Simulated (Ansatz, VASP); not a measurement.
SiC: VASP beside Ansatz

INCAR

```
PREC     = Accurate       # precision mode
ENCUT    = 520            # plane-wave cutoff, eV
EDIFF    = 1E-7           # SCF threshold, eV
ISMEAR   = 0              # smearing method
SIGMA    = 0.05           # smearing width, eV
LREAL    = False          # projectors in reciprocal space
LASPH    = True           # aspherical terms in the spheres
NELM     = 60             # most SCF steps
ALGO     = Normal         # electronic algorithm
ISIF     = 2              # what is computed and relaxed
LWAVE    = False          # write WAVECAR
LCHARG   = False          # write CHGCAR
GGA      = PE             # functional
NBANDS   = 36             # bands
```

KPOINTS

```
Automatic mesh
0
Gamma
  6 9 3
```

The input POSCAR:

```
SiC
1.0
    4.3480000000      0.0000000000      0.0000000000
    0.0000000000      2.1740000000     -2.1740000000
    0.0000000000      7.0523300859      7.0523300859
Si C
6 6
Direct
    0.0000000000      0.0000000000      0.8477185876
    0.5000000000      0.5000000000      0.0770513140
    0.0000000000      0.0000000000      0.2311847687
    0.5000000000      0.5000000000      0.3853182235
    0.0000000000      0.0000000000      0.5394516782
    0.5000000000      0.5000000000      0.6935851329
    0.7500000000      0.0000000000      0.3853182235
    0.2500000000      0.5000000000      0.5394516782
    0.7500000000      0.0000000000      0.6935851329
    0.2500000000      0.5000000000      0.8477185876
    0.7500000000      0.0000000000      0.0770513140
    0.2500000000      0.5000000000      0.2311847687
```

Input for Ansatz:

```yaml
crystal:
  lattice:
    - [4.348, 0.0, 0.0]
    - [0.0, 2.174, -2.174]
    - [0.0, 7.0523300859, 7.0523300859]
  atoms:
    - { symbol: Si, position: [0.0, 0.0, 0.8477185876] }
    - { symbol: Si, position: [0.5, 0.5, 0.077051314] }
    - { symbol: Si, position: [0.0, 0.0, 0.2311847687] }
    - { symbol: Si, position: [0.5, 0.5, 0.3853182235] }
    - { symbol: Si, position: [0.0, 0.0, 0.5394516782] }
    - { symbol: Si, position: [0.5, 0.5, 0.6935851329] }
    - { symbol: C, position: [0.75, 0.0, 0.3853182235] }
    - { symbol: C, position: [0.25, 0.5, 0.5394516782] }
    - { symbol: C, position: [0.75, 0.0, 0.6935851329] }
    - { symbol: C, position: [0.25, 0.5, 0.8477185876] }
    - { symbol: C, position: [0.75, 0.0, 0.077051314] }
    - { symbol: C, position: [0.25, 0.5, 0.2311847687] }
basis:
  ecutwfc: 420
kpoints:
  mp_grid: { grid: [6, 9, 3] }
hamiltonian:
  xc: pbe
scf:
  occupations: { method: gaussian, width: 0.05 }
output:
  forces: true
  stress: true
  eigenvalues: true
```

Alike in both runs: task single point; functional PBE; k mesh 6 × 9 × 3; occupations gaussian, width 0.05 eV; no spin polarisation.

|  | VASP | Ansatz |
| --- | --- | --- |
| version | VASP 6.6.1 | Ansatz 0.2.0 |
| potentials or method | VASP PAW PBE potentials, release 64 (Si, C), cutoff 520 eV | scalar-relativistic, plane waves, PAW |
| valence electrons in the cell | 48 | 48 |

|  | VASP | Ansatz | Ansatz less VASP |
| --- | --- | --- | --- |
| gap on the k mesh at the Fermi level (eV) | 1.03 | 1.03 | +0.005 |
| least direct gap on the mesh (eV) | 1.05 | 1.05 | +0.005 |
| pressure (GPa) | -2.5 | -2.4 | +0.03 |
| traceless stress, the component that is largest in VASP (GPa) | -8.32 | -8.26 | +0.060 |
| rms of the force components (eV/Å) | 0.689 | 0.688 | -0.0008 |

Atom by atom the forces differ by 0.002 eV/Å (rms over components). The functional is the same, so the differences come from potentials, cutoffs and numerics.
